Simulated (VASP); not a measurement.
The system is Sr.

```
Sr
1.0
     0.00000    3.04235    3.04235
     3.04235    0.00000    3.04235
     3.04235    3.04235    0.00000
Sr
1
Direct
  0.00000 0.00000 0.00000
```

* Program: VASP 6.6.1
* Task: relaxation of cell and atoms
* Functional: PBEsol
* Potentials or basis: VASP PAW PBE potentials, release 64 (Sr_sv)
* Cutoff: 600 eV
* k mesh: 6 × 6 × 6
* Occupations: methfessel-paxton, width 0.1 eV
* Spin: no spin polarisation

At the start: pressure -0.9 GPa; volume 56.32 Å³/atom.

Task: How do energy, volume and symmetry change on relaxing?

Result: Over 3 steps the energy falls by 12.0 meV/atom and the volume is 51.97 Å³/atom (-7.7 %); space group Fm-3m (No. 225, to 0.1 Å) before and after.

Step by step:
```tsv
step	energy change (eV)	largest force (eV/Å)	pressure (GPa)	volume (Å³)
1	0.0000	0.0000	-0.88	56.32
2	-0.0100	0.0000	-0.40	53.84
3	-0.0120	0.0000	0.05	51.97
```

Final structure:
```cif
data_structure
_symmetry_space_group_name_H-M 'P 1'
_symmetry_Int_Tables_number 1
_cell_length_a 4.1888
_cell_length_b 4.1888
_cell_length_c 4.1888
_cell_angle_alpha 60.000
_cell_angle_beta 60.000
_cell_angle_gamma 60.000
_cell_volume 51.97
loop_
_atom_site_label
_atom_site_type_symbol
_atom_site_fract_x
_atom_site_fract_y
_atom_site_fract_z
_atom_site_occupancy
Sr1 Sr 0.00000 0.00000 0.00000 1
```

Caveat: the PAW data sets were made with another functional, which shifts forces and pressure a little.
